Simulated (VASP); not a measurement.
# TiC (CsCl type) (Pm-3m) in VASP: further runs

The runs below take TiC (CsCl type) through single point, with PBE.

Program: VASP 6.6.1. These are calculated values, not measurements. Logs are shortened: lines on timing, memory, paths and dates and some standing lists are left out, and cuts for length are marked.

## Step 1: The cell of the first run

The structure is cubic, space group Pm-3m (No. 221). The conventional cell has a = 2.711 Å, b = 2.711 Å, c = 2.711 Å, α = 90.00°, β = 90.00°, γ = 90.00°. Within 3.1 Å of Ti (site symmetry m-3m) lie 8 C at 2.35 Å and 6 Ti at 2.71 Å. C (site symmetry m-3m) has 8 Ti at 2.35 Å and 6 C at 2.71 Å within 3.1 Å.

## Step 2: Single point, PBE

Input file INCAR:

```
ALGO = Normal
EDIFF = 1E-6
ENCUT = 520
GGA = PE
ISIF = 2
ISMEAR = -1
LASPH = T
LCHARG = F
LREAL = F
LWAVE = F
NBANDS = 15
NELM = 80
PREC = Accurate
SIGMA = 0.05
```

Input file KPOINTS:

```
k-points
0
Gamma
  14 14 14
```

Input file POSCAR:

```
TiC
1.0
    2.7105561007      0.0000000000      0.0000000000
    0.0000000000      2.7105561007      0.0000000000
    0.0000000000      0.0000000000      2.7105561007
Ti C
1 1
Direct
    0.0000000000      0.0000000000      0.0000000000
    0.5000000000      0.5000000000      0.5000000000
```

Potentials or basis: VASP PAW PBE potentials, release 64 (Ti_sv, C).

On the command line:

```bash
cat potpaw_PBE.64/Ti_sv/POTCAR potpaw_PBE.64/C/POTCAR > POTCAR
mpirun -np 1 vasp_std > vasp.out
```

OUTCAR:

```text
EDIFF = 1E-6
   ENCUT = 520
   GGA = PE
   ISIF = 2
   ISMEAR = -1
   LASPH = T
   LREAL = F
   NELM = 80
   PREC = Accurate

 ion  position               nearest neighbor table
   1  0.000  0.000  0.000-   2 2.35   2 2.35   2 2.35   2 2.35   2 2.35   2 2.35   2 2.35   2 2.35

   2  0.500  0.500  0.500-   1 2.35   1 2.35   1 2.35   1 2.35   1 2.35   1 2.35   1 2.35   1 2.35

  LATTYP: Found a simple cubic cell.
 ALAT       =     2.7105561007

  Lattice vectors:

 A1 = (   2.7105561007,   0.0000000000,   0.0000000000)
 A2 = (   0.0000000000,   2.7105561007,   0.0000000000)
 A3 = (   0.0000000000,   0.0000000000,   2.7105561007)

Analysis of symmetry for initial positions (statically):
=====================================================================
 Subroutine PRICEL returns:
 Original cell was already a primitive cell.

 Routine SETGRP: Setting up the symmetry group for a
 simple cubic supercell.

 Subroutine GETGRP returns: Found 48 space group operations
 (whereof 48 operations were pure point group operations)
 out of a pool of 48 trial point group operations.

The static configuration has the point symmetry O_h .

Analysis of symmetry for dynamics (positions and initial velocities):
=====================================================================
 Subroutine PRICEL returns:
 Original cell was already a primitive cell.

 Routine SETGRP: Setting up the symmetry group for a
 simple cubic supercell.

 Subroutine GETGRP returns: Found 48 space group operations
 (whereof 48 operations were pure point group operations)
 out of a pool of 48 trial point group operations.

The dynamic configuration has the point symmetry O_h .

 Subroutine INISYM returns: Found 48 space group operations
 (whereof 48 operations are pure point group operations),
 and found     1 'primitive' translations

----------------------------------------------------------------------------------------

                                     Primitive cell

  volume of cell :      19.9148

  direct lattice vectors                    reciprocal lattice vectors
     2.710556101  0.000000000  0.000000000     0.368927985  0.000000000  0.000000000
     0.000000000  2.710556101  0.000000000     0.000000000  0.368927985  0.000000000
     0.000000000  0.000000000  2.710556101     0.000000000  0.000000000  0.368927985

  length of vectors
     2.710556101  2.710556101  2.710556101     0.368927985  0.368927985  0.368927985

  position of ions in fractional coordinates (direct lattice)
     0.000000000  0.000000000  0.000000000
     0.500000000  0.500000000  0.500000000

  ion indices of the primitive-cell ions
   primitive index   ion index
                 1           1
                 2           2

----------------------------------------------------------------------------------------

 KPOINTS: k-points

Automatic generation of k-mesh.
 Grid dimensions read from file:
 generate k-points for:   14   14   14

 Generating k-lattice:

  Cartesian coordinates                     Fractional coordinates (reciprocal lattice)
     0.026351999  0.000000000  0.000000000     0.071428571  0.000000000  0.000000000
     0.000000000  0.026351999  0.000000000     0.000000000  0.071428571  0.000000000
     0.000000000  0.000000000  0.026351999     0.000000000  0.000000000  0.071428571

  Length of vectors
     0.026351999  0.026351999  0.026351999

  Shift w.r.t. Gamma in fractional coordinates (k-lattice)
     0.000000000  0.000000000  0.000000000

 Subroutine IBZKPT returns following result:
 ===========================================

 Found    120 irreducible k-points:

 Following reciprocal coordinates:
            Coordinates               Weight
  0.000000  0.000000  0.000000      1.000000
  0.071429  0.000000  0.000000      6.000000
  0.142857  0.000000  0.000000      6.000000
  0.214286  0.000000  0.000000      6.000000
  0.285714  0.000000  0.000000      6.000000
  0.357143  0.000000  0.000000      6.000000
[... 16 lines left out ...]
  0.285714  0.214286  0.000000     24.000000
  0.357143  0.214286  0.000000     24.000000
 [... further k-points ...]
   k-points           NKPTS =    120   k-points in BZ     NKDIM =    120   number of bands    NBANDS=     15
   number of dos      NEDOS =    301   number of ions     NIONS =      2
   total plane-waves  NPLWV =   8000
   dimension x,y,z NGX =    20 NGY =   20 NGZ =   20
   dimension x,y,z NGXF=    40 NGYF=   40 NGZF=   40
   ions per type =               1   1
   NGX,Y,Z   is equivalent  to a cutoff of  12.27, 12.27, 12.27 a.u.
   NGXF,Y,Z  is equivalent  to a cutoff of  24.53, 24.53, 24.53 a.u.
 SYSTEM =  unknown system
   PREC   = accura    normal or accurate (medium, high low for compatibility)
   ISTART =      0    job   : 0-new  1-cont  2-samecut
   ICHARG =      2    charge: 1-file 2-atom 10-const
   ISPIN  =      1    spin polarized calculation?
   LNONCOLLINEAR =      F non collinear calculations
   LSORBIT =      F    spin-orbit coupling
   LASPH  =      T    aspherical Exc in radial PAW
   ENCUT  =  520.0 eV  38.22 Ry    6.18 a.u.   5.04  5.04  5.04*2*pi/ulx,y,z
   NELM   =     80;   NELMIN=  2; NELMDL= -5     # of ELM steps
   EDIFF  = 0.1E-05   stopping-criterion for ELM
   LREAL  =      F    real-space projection
   EDIFFG = 0.1E-04   stopping-criterion for IOM
   NSW    =      0    number of steps for IOM
   IBRION =     -1    ionic relax: 0-MD 1-quasi-New 2-CG
   NFREE  =      0    steps in history (QN), initial steepest desc. (CG)
   ISIF   =      2    stress and relaxation
   ISYM   =      2    0-nonsym 1-usesym 2-fastsym
   POTIM  = 0.5000    time-step for ionic-motion
   TEBEG  =    0.0;   TEEND  =   0.0 temperature during run
   PSTRESS=    0.0 pullay stress
   NELECT =      16.0000    total number of electrons
   NUPDOWN=      -1.0000    fix difference up-down
   EMIN   =  10.00;   EMAX   =-10.00  energy-range for DOS
   EFERMI =   0.00;   METHOD = LEGACY
   ISMEAR =    -1;   SIGMA  =   0.05  broadening in eV -4-tet -1-fermi 0-gaus
   EFERMI_NEDOS =   21; number of points for ismear=-14 and -15
   IALGO  =     38    algorithm
   IMIX   =      4    mixing-type and parameters
     AMIX     =   0.40;   BMIX     =  1.00
     AMIX_MAG =   1.60;   BMIX_MAG =  1.00
  volume/ion in A,a.u.               =       9.96        67.20
  Fermi-wavevector in a.u.,A,eV,Ry     =   1.521913  2.875998 31.514065  2.316218
  Thomas-Fermi vector in A             =   2.630563
   LORBIT       =      0    0 simple, 1 ext, 2 COOP (PROOUT), +10 PAW based schemes
   GGA     = PE    functional components
   LHFCALC =     F    Hartree Fock is set to
   AEXX    =    0.0000 exact exchange contribution
   IVDW    =     0    specifies the selected vdW correction
   LEPSILON=     F    determine dielectric tensor
   LRPA    =     F    only Hartree local field effects (RPA)
 non-spin polarized calculation
  energy-cutoff  :      520.00
  volume of cell :       19.91
 maximum number of plane-waves:       554
   NGX = 11   NGY = 11   NGZ = 11

 number of electron      16.0000007 magnetization

 Free energy of the ion-electron system (eV)
  ---------------------------------------------------
  ext. energy  EPLUGINS =         0.00000000
  ---------------------------------------------------
  free energy    TOTEN  =       -16.37543364 eV

  energy without entropy =      -16.35114068  energy(sigma->0) =      -16.36328716

 E-fermi :  10.0601     XC(G=0): -12.8893

 val. band max:       10.0569278684   @ k =   0.2857   0.2143   0.0000
 cond. band min:      10.0666134466   @ k =   0.4286   0.2857   0.0000
 fundamental gap:      0.0096855782
 Fermi energy:        10.0600964086

 k-point     1 :       0.0000    0.0000    0.0000
  band No.  band energies     occupation
      1     -46.6855      2.00000
      2     -22.5804      2.00000
      3     -22.5804      2.00000
      4     -22.5804      2.00000
      5      -2.9606      2.00000
      6       8.4843      2.00000
      7       8.4843      2.00000
      8      11.5404      0.00000
      9      11.5404      0.00000
     10      11.5404      0.00000
     11      13.3382      0.00000
     12      13.3382      0.00000
     13      13.3382      0.00000
     14      20.3108      0.00000
     15      26.2124      0.00000

 k-point     2 :       0.0714    0.0000    0.0000
  band No.  band energies     occupation
      1     -46.6807      2.00000
      2     -22.6189      2.00000
      3     -22.5769      2.00000
      4     -22.5769      2.00000
      5      -2.8631      2.00000
      6       8.3612      2.00000
      7       8.5237      2.00000
      8      11.2876      0.00000
      9      11.2876      0.00000
     10      11.5001      0.00000
     11      13.3493      0.00000
     12      13.6127      0.00000
     13      13.6127      0.00000
     14      20.4972      0.00000
     15      26.0210      0.00000

 k-point     3 :       0.1429    0.0000    0.0000
  band No.  band energies     occupation
      1     -46.6673      2.00000
      2     -22.7259      2.00000
      3     -22.5669      2.00000
      4     -22.5669      2.00000
      5      -2.5776      2.00000
      6       7.8979      2.00000
      7       8.6364      2.00000
      8      10.7764      0.00000
      9      10.7764      0.00000
     10      11.5735      0.00000
     11      13.3808      0.00000
     12      14.1912      0.00000
     13      14.1912      0.00000
     14      20.9314      0.00000
     15      25.4951      0.00000
[... 343 lines left out ...]
 k-point    23 :       0.2857    0.2143    0.0000
  band No.  band energies     occupation
      1     -46.5898      2.00000
      2     -23.0017      2.00000
      3     -22.8162      2.00000
      4     -22.5106      2.00000
      5      -0.9899      2.00000
      6       6.3659      2.00000
      7       7.7476      2.00000
      8      10.0569      1.03167
      9      10.0988      0.63108
     10      12.6350      0.00000
     11      13.1195      0.00000
     12      14.6477      0.00000
     13      15.5786      0.00000
     14      22.1046      0.00000
     15      25.7138      0.00000

 k-point    24 :       0.3571    0.2143    0.0000
  band No.  band energies     occupation
      1     -46.5706      2.00000
      2     -23.1424      2.00000
      3     -22.7975      2.00000
      4     -22.4968      2.00000
      5      -0.5042      2.00000
      6       5.5145      2.00000
      7       7.9252      2.00000
      8       9.9038      1.91590
      9      10.0233      1.35230
     10      12.6819      0.00000
     11      13.5992      0.00000
     12      14.8981      0.00000
     13      15.5944      0.00000
     14      22.0685      0.00000
     15      24.9438      0.00000

 [... further k-points ...]
[... 5 lines left out ...]
  --------------------------------------------------------------------------------------
  -------------------------------------------------------------------------------------
  Total        0.0274483      0.0274483      0.0274483     -0.0000000     -0.0000000      0.0000000
  in kB        2.2082646      2.2082646      2.2082646     -0.0000000     -0.0000000      0.0000000
  external PRESSURE =       2.2082646 kB  Pullay stress =       0.0000000 kB

 VOLUME and BASIS-vectors are now :
 -----------------------------------------------------------------------------
  energy-cutoff  :      520.00
  volume of cell :       19.91
      direct lattice vectors                 reciprocal lattice vectors
     2.710556101  0.000000000  0.000000000     0.368927985  0.000000000  0.000000000
     0.000000000  2.710556101  0.000000000     0.000000000  0.368927985  0.000000000
     0.000000000  0.000000000  2.710556101     0.000000000  0.000000000  0.368927985

 POSITION                                       TOTAL-FORCE (eV/Angst)
 -----------------------------------------------------------------------------------
      0.00000      0.00000      0.00000         0.000000      0.000000      0.000000
      1.35528      1.35528      1.35528         0.000000      0.000000      0.000000
 -----------------------------------------------------------------------------------
    total drift:                                0.000000      0.000000      0.000000

  FREE ENERGIE OF THE ION-ELECTRON SYSTEM (eV)
  ---------------------------------------------------
  free  energy   TOTEN  =       -16.3754336398 eV

  energy  without entropy=      -16.3511406845  energy(sigma->0) =      -16.36328716
```

Wall time 23 s (1 thread of Intel Xeon 6975P-C (Granite Rapids), shared host); peak memory 0.15 GiB.

Results:

```
Free energy            : -16.3754 eV
Pressure               : 0.2 GPa
Band gap on the k mesh : zero (band 8 reaches 11.54 eV, above the bottom of band 9 at 9.33 eV)
```

Levels at points of the mesh, in eV from the Fermi level:
```csv
k point,band 6,band 7,band 8,band 9,band 10,band 11
"(0.00, 0.00, 0.00)",-1.58,-1.58,1.48,1.48,1.48,3.28
"(0.50, 0.00, 0.00)",-6.39,-0.96,-0.96,-0.68,3.51,4.30
"(0.50, 0.50, 0.00)",-3.23,-3.23,-0.62,1.77,1.77,2.80
"(0.50, 0.50, 0.50)",-5.35,-5.35,-5.35,4.60,4.60,6.83
```

## Step 3: Single point, PBE

Input file INCAR:

```
ALGO = Normal ; EDIFF = 1E-6
ENCUT = 520 ; GGA = PE
ISIF = 2 ; ISMEAR = -1
LASPH = T ; LCHARG = T
LELF = T ; LREAL = F
LVHAR = T ; LWAVE = F
NBANDS = 15 ; NELM = 60
PREC = Accurate ; SIGMA = 0.05
```

KPOINTS is that of step 2.

Input file POSCAR:

```
TiC
1.0
    2.7107100595      0.0000000000      0.0000000000
    0.0000000000      2.7107100595      0.0000000000
    0.0000000000      0.0000000000      2.7107100595
Ti C
1 1
Direct
    0.0000000000      0.0000000000      0.0000000000
    0.5000000000      0.5000000000      0.5000000000
```

Potentials or basis: VASP PAW PBE potentials, release 64 (Ti_sv, C).

On the command line:

```bash
cat potpaw_PBE.64/Ti_sv/POTCAR potpaw_PBE.64/C/POTCAR > POTCAR
mpirun -np 1 vasp_std > vasp.out
```

OUTCAR:

```text
EDIFF = 1E-6
   ENCUT = 520
   GGA = PE
   ISIF = 2
   ISMEAR = -1
   LASPH = T
   LREAL = F
   NELM = 60
   PREC = Accurate

 ion  position               nearest neighbor table
   1  0.000  0.000  0.000-   2 2.35   2 2.35   2 2.35   2 2.35   2 2.35   2 2.35   2 2.35   2 2.35

   2  0.500  0.500  0.500-   1 2.35   1 2.35   1 2.35   1 2.35   1 2.35   1 2.35   1 2.35   1 2.35

  LATTYP: Found a simple cubic cell.
 ALAT       =     2.7107100595

  Lattice vectors:

 A1 = (   2.7107100595,   0.0000000000,   0.0000000000)
 A2 = (   0.0000000000,   2.7107100595,   0.0000000000)
 A3 = (   0.0000000000,   0.0000000000,   2.7107100595)

Analysis of symmetry for initial positions (statically):
=====================================================================
 Subroutine PRICEL returns:
 Original cell was already a primitive cell.

 Routine SETGRP: Setting up the symmetry group for a
 simple cubic supercell.

 Subroutine GETGRP returns: Found 48 space group operations
 (whereof 48 operations were pure point group operations)
 out of a pool of 48 trial point group operations.

The static configuration has the point symmetry O_h .

Analysis of symmetry for dynamics (positions and initial velocities):
=====================================================================
 Subroutine PRICEL returns:
 Original cell was already a primitive cell.

 Routine SETGRP: Setting up the symmetry group for a
 simple cubic supercell.

 Subroutine GETGRP returns: Found 48 space group operations
 (whereof 48 operations were pure point group operations)
 out of a pool of 48 trial point group operations.

The dynamic configuration has the point symmetry O_h .

 Subroutine INISYM returns: Found 48 space group operations
 (whereof 48 operations are pure point group operations),
 and found     1 'primitive' translations

----------------------------------------------------------------------------------------
[... 115 lines left out ...]
  Fermi-wavevector in a.u.,A,eV,Ry     =   1.521826  2.875835 31.510486  2.315955
  Thomas-Fermi vector in A             =   2.630489
   LORBIT       =      0    0 simple, 1 ext, 2 COOP (PROOUT), +10 PAW based schemes
   GGA     = PE    functional components
   LHFCALC =     F    Hartree Fock is set to
   AEXX    =    0.0000 exact exchange contribution
   IVDW    =     0    specifies the selected vdW correction
   LEPSILON=     F    determine dielectric tensor
   LRPA    =     F    only Hartree local field effects (RPA)
 non-spin polarized calculation
  energy-cutoff  :      520.00
  volume of cell :       19.92
 maximum number of plane-waves:       554
   NGX = 11   NGY = 11   NGZ = 11

 number of electron      16.0000007 magnetization

 Free energy of the ion-electron system (eV)
  ---------------------------------------------------
  ext. energy  EPLUGINS =         0.00000000
  ---------------------------------------------------
  free energy    TOTEN  =       -16.37543924 eV

  energy without entropy =      -16.35114271  energy(sigma->0) =      -16.36329098

 E-fermi :  10.0580     XC(G=0): -12.8884

 val. band max:       10.0548765906   @ k =   0.2857   0.2143   0.0000
 cond. band min:      10.0644972776   @ k =   0.4286   0.2857   0.0000
 fundamental gap:      0.0096206869
 Fermi energy:        10.0579872601

 k-point     1 :       0.0000    0.0000    0.0000
  band No.  band energies     occupation
      1     -46.6879      2.00000
      2     -22.5830      2.00000
      3     -22.5830      2.00000
      4     -22.5830      2.00000
      5      -2.9618      2.00000
      6       8.4827      2.00000
      7       8.4827      2.00000
      8      11.5381      0.00000
      9      11.5381      0.00000
     10      11.5381      0.00000
     11      13.3354      0.00000
     12      13.3354      0.00000
     13      13.3354      0.00000
     14      20.3056      0.00000
[... 401 lines left out ...]
      2     -23.1447      2.00000
      3     -22.8000      2.00000
      4     -22.4995      2.00000
      5      -0.5057      2.00000
      6       5.5130      2.00000
      7       7.9234      2.00000
      8       9.9018      1.91574
      9      10.0212      1.35198
     10      12.6793      0.00000
     11      13.5964      0.00000
     12      14.8948      0.00000
     13      15.5913      0.00000
     14      22.0643      0.00000
     15      24.9395      0.00000

 [... further k-points ...]
[... 5 lines left out ...]
  --------------------------------------------------------------------------------------
  -------------------------------------------------------------------------------------
  Total        0.0227963      0.0227963      0.0227963      0.0000000     -0.0000000      0.0000000
  in kB        1.8336887      1.8336887      1.8336887      0.0000000     -0.0000000      0.0000000
  external PRESSURE =       1.8336887 kB  Pullay stress =       0.0000000 kB

 VOLUME and BASIS-vectors are now :
 -----------------------------------------------------------------------------
  energy-cutoff  :      520.00
  volume of cell :       19.92
      direct lattice vectors                 reciprocal lattice vectors
     2.710710060  0.000000000  0.000000000     0.368907031  0.000000000  0.000000000
     0.000000000  2.710710060  0.000000000     0.000000000  0.368907031  0.000000000
     0.000000000  0.000000000  2.710710060     0.000000000  0.000000000  0.368907031

 POSITION                                       TOTAL-FORCE (eV/Angst)
 -----------------------------------------------------------------------------------
      0.00000      0.00000      0.00000         0.000000      0.000000      0.000000
      1.35536      1.35536      1.35536         0.000000      0.000000      0.000000
 -----------------------------------------------------------------------------------
    total drift:                                0.000000      0.000000      0.000000

  FREE ENERGIE OF THE ION-ELECTRON SYSTEM (eV)
  ---------------------------------------------------
  free  energy   TOTEN  =       -16.3754392448 eV

  energy  without entropy=      -16.3511427117  energy(sigma->0) =      -16.36329098
```

It took 26 s on 1 thread of Intel Xeon 6975P-C (Granite Rapids), shared host; peak memory 0.15 GiB.

Results:

```
Free energy            : -16.3754 eV
Pressure               : 0.2 GPa
Band gap on the k mesh : zero (band 8 reaches 11.54 eV, above the bottom of band 9 at 9.33 eV)
```
